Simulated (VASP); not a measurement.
A run of VASP 6.6.1 is set up as follows.

The input INCAR:

```
PREC     = Accurate       # precision mode
ENCUT    = 520            # plane-wave cutoff, eV
EDIFF    = 1E-6           # SCF threshold, eV
ISMEAR   = 0              # smearing method
SIGMA    = 0.1            # smearing width, eV
LREAL    = False          # projectors in reciprocal space
LASPH    = True           # aspherical terms in the spheres
NELM     = 80             # most SCF steps
ALGO     = Fast           # electronic algorithm
ISIF     = 2              # what is computed and relaxed
LWAVE    = False          # write WAVECAR
LCHARG   = False          # write CHGCAR
GGA      = PS             # functional
NBANDS   = 60             # bands
```

The input KPOINTS:

```
regular mesh
0
Gamma
  8 16 6
```

Contents of POSCAR:

```
SiNi2
1.0
    6.6063167880      0.0000000000      0.0000000000
    0.0000000000      2.6314400933      0.0000000000
    0.0000000000      0.0000000000      7.4286716005
Si Ni
4 8
Direct
    0.2460197474      0.7500000000      0.6268186762
    0.7539802526      0.2500000000      0.3731813238
    0.2539802526      0.2500000000      0.1268186762
    0.7460197474      0.7500000000      0.8731813238
    0.9438398632      0.7500000000      0.1455850086
    0.0561601368      0.2500000000      0.8544149914
    0.5561601368      0.2500000000      0.6455850086
    0.4438398632      0.7500000000      0.3544149914
    0.8871797139      0.7500000000      0.5993425438
    0.1128202861      0.2500000000      0.4006574562
    0.6128202861      0.2500000000      0.0993425438
    0.3871797139      0.7500000000      0.9006574562
```

Potentials or basis: VASP PAW PBE potentials, release 64 (Si, Ni).

Command:

```bash
$ cat potpaw_PBE.64/Si/POTCAR potpaw_PBE.64/Ni/POTCAR > POTCAR
$ mpirun -np 1 vasp_std > vasp.out
```

Problem. Predict the pressure.

Solution. -2.1 GPa.

Problem. What does it give for the band gap on the k mesh?

Solution. Zero (bands 48 and 49 overlap by 1.54 eV).

Forces on the atoms (eV/Å):
```
Si  -0.002  0.000  0.005
Si   0.002  0.000 -0.005
Si   0.002  0.000  0.005
Si  -0.002  0.000 -0.005
Ni   0.000  0.000  0.003
Ni   0.000  0.000 -0.003
Ni   0.000  0.000  0.003
Ni   0.000  0.000 -0.003
Ni   0.008  0.000  0.001
Ni  -0.008  0.000 -0.001
Ni  -0.008  0.000  0.001
Ni   0.008  0.000 -0.001
```

Caveat: the PAW data sets were made with another functional, which shifts forces and pressure a little. Spin polarisation is off, so any magnetic state and its effect on volume and gap are missing.
